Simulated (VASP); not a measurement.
A run of VASP 6.6.1 is set up as follows.

INCAR

```
ALGO = Normal
EDIFF = 1E-6
ENCUT = 520
GGA = PS
ISIF = 2
ISMEAR = 0
LASPH = True
LCHARG = False
LREAL = False
LWAVE = False
NBANDS = 12
NELM = 60
PREC = Accurate
SIGMA = 0.15
```

KPOINTS

```
k-points
0
Gamma
  20 20 20
```

The input POSCAR:

```
Ag
1.0
   -1.5894278400      1.5894278400      1.5894278400
    1.5894278400     -1.5894278400      1.5894278400
    1.5894278400      1.5894278400     -1.5894278400
Ag
1
Direct
    0.0000000000      0.0000000000      0.0000000000
```

Potentials or basis: VASP PAW PBE potentials, release 64 (Ag).

Run with:

```sh
$ cat potpaw_PBE.64/Ag/POTCAR > POTCAR
$ mpirun -np 1 vasp_std > vasp.out
```

(1) Estimate the pressure.

## Answers

(1) 5.3 GPa.

Caveat: the cell differs from its parent crystal (strain -0.040 along x and y, -0.040 along z); the PAW data sets were made with another functional, which shifts forces and pressure a little.
